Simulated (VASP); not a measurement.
TiSi2: density of states with LDA+U

The system is TiSi2.

```
Ti Si
1.0
     4.37464    0.00000    0.00000
    -2.18732    3.78855    0.00000
     0.00000    0.00000    2.56101
Ti Si
1 2
Direct
  0.00000 0.00000 0.00000
  0.33333 0.66667 0.50000
  0.66667 0.33333 0.50000
```

| Quantity | Value |
| --- | --- |
| Program | VASP 6.6.1 |
| Task | density of states |
| Functional | LDA |
| Potentials or basis | VASP PAW LDA potentials, release 64 (Ti_sv, Si) |
| Cutoff | 520 eV |
| k mesh | 7 × 7 × 10 |
| Occupations | fermi-dirac, width 0.05 eV |
| Spin | no spin polarisation |
| Hubbard terms | Ti d U = 3.0 eV |
| Dipole correction | no |
| k mesh for the DOS | 11 × 11 × 15 |
| Occupations for the DOS | tetrahedron |
| Further INCAR settings | ALGO = Normal; EDIFF = 1e-06 |

```json
{
  "Valence electrons inside the program's atomic spheres": "Ti 10.33; Si 1.64"
}
```

Levels at points of the mesh, in eV from the Fermi level:
```tsv
k point	band 6	band 7	band 8	band 9	band 10	band 11	band 12	band 13	band 14
(0.00, 0.00, 0.00)	-5.24	-5.24	-5.17	-1.82	-1.11	-1.11	3.11	3.11	3.49
```

Eigenvalues of the final occupation matrices:
```tsv
site	spin	trace	eigenvalues
site 1 d	1	1.01	0.16 0.16 0.19 0.19 0.33
site 1 d	2	1.01	0.16 0.16 0.19 0.19 0.33
```

It took 2.1 min on 1 thread of Intel Xeon 6975P-C, on a shared host, peak memory 0.29 GiB.

Caveat: U without spin polarisation on a metal has little footing; the U is typed as a test and isn't derived for this compound.
